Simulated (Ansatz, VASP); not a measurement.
One calculation of AlGaN2, two programs

```xyz
4
Lattice="3.2270 0.0000 0.0000 0.0000 3.2270 0.0000 0.0000 0.0000 4.1832" Properties=species:S:1:pos:R:3 pbc="T T T"
Al    1.6135    1.6135    2.0916
Ga    0.0000    0.0000    0.0000
N     1.6135    0.0000    3.0918
N     0.0000    1.6135    1.0915
```

Alike in both runs: task single point; functional r2SCAN; k mesh 8 × 8 × 6; occupations gaussian, width 0.05 eV; no spin polarisation.

|  | VASP | Ansatz |
| --- | --- | --- |
| version | VASP 6.6.1 | Ansatz 0.2.0 |
| potentials or method | VASP PAW PBE potentials, release 64 (Al, Ga_d, N), cutoff 520 eV | scalar-relativistic, plane waves, PAW |
| valence electrons in the cell | 26 | 26 |

VASP gave:

- gap on the k mesh at the Fermi level (eV): 3.35
- least direct gap on the mesh (eV): 3.35
- pressure (GPa): -0.3
- traceless stress, the component that is largest in VASP (GPa): 6.20
- rms of the force components (eV/Å): 0.091

Which values does Ansatz return?

gap on the k mesh at the Fermi level (eV): 3.34; least direct gap on the mesh (eV): 3.34; pressure (GPa): -0.7; traceless stress, the component that is largest in VASP (GPa): 6.22; rms of the force components (eV/Å): 0.057.

VASP's potentials were made for PBE, not for r2SCAN. Atom by atom the forces differ by 0.034 eV/Å (rms over components).
